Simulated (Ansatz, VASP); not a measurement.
# Sn: VASP beside Ansatz

The input INCAR:

```
PREC     = Accurate       # precision mode
ENCUT    = 520            # plane-wave cutoff, eV
EDIFF    = 1E-6           # SCF threshold, eV
ISMEAR   = -1             # smearing method
SIGMA    = 0.05           # smearing width, eV
LREAL    = F              # projectors in reciprocal space
LASPH    = T              # aspherical terms in the spheres
NELM     = 80             # most SCF steps
ALGO     = Normal         # electronic algorithm
ISIF     = 2              # what is computed and relaxed
LWAVE    = F              # write WAVECAR
LCHARG   = T              # write CHGCAR
GGA      = PE             # functional
LELF     = T              # ELF
LVHAR    = T            
NBANDS   = 21             # bands
```

The input KPOINTS:

```
regular mesh
0
Gamma
  13 13 7
```

The input POSCAR:

```
Sn
1.0
    3.1706627778      0.0000000000      0.0000000000
   -1.5853313889      2.7458745124      0.0000000000
    0.0000000000      0.0000000000      5.0953260947
Sn
2
Direct
    0.3333333333      0.6666666667      0.2500000000
    0.6666666667      0.3333333333      0.7500000000
```

Input for Ansatz:

```yaml
crystal:
  lattice:
    - [3.1706627778, 0.0, 0.0]
    - [-1.5853313889, 2.7458745124, 0.0]
    - [0.0, 0.0, 5.0953260947]
  atoms:
    - { symbol: Sn, position: [0.3333333333, 0.6666666667, 0.25] }
    - { symbol: Sn, position: [0.6666666667, 0.3333333333, 0.75] }
kpoints:
  mp_grid: { grid: [13, 13, 7] }
scf:
  occupations: { method: fermi_dirac, width: 0.05 }
hamiltonian:
  xc: pbe
  pseudopotentials: { kind: all_electron, lapw: { basis_error: 0.001 } }
output:
  forces: true
  stress: true
  eigenvalues: true
  populations: true
```

Change from the starting cell: volume scaled by 0.8, LAPW.

Alike in both runs: task single point; functional PBE; k mesh 13 × 13 × 7; occupations fermi-dirac, width 0.05 eV; no spin polarisation.

|  | VASP | Ansatz |
| --- | --- | --- |
| version | VASP 6.6.1 | Ansatz 0.2.0 |
| potentials or method | VASP PAW PBE potentials, release 64 (Sn_d), cutoff 520 eV | all-electron LAPW, scalar-relativistic |

|  | VASP | Ansatz | Ansatz less VASP |
| --- | --- | --- | --- |
| pressure (GPa) | 17.9 | 18.0 | +0.07 |

Ansatz ran all-electron here, and VASP with PAW potentials.
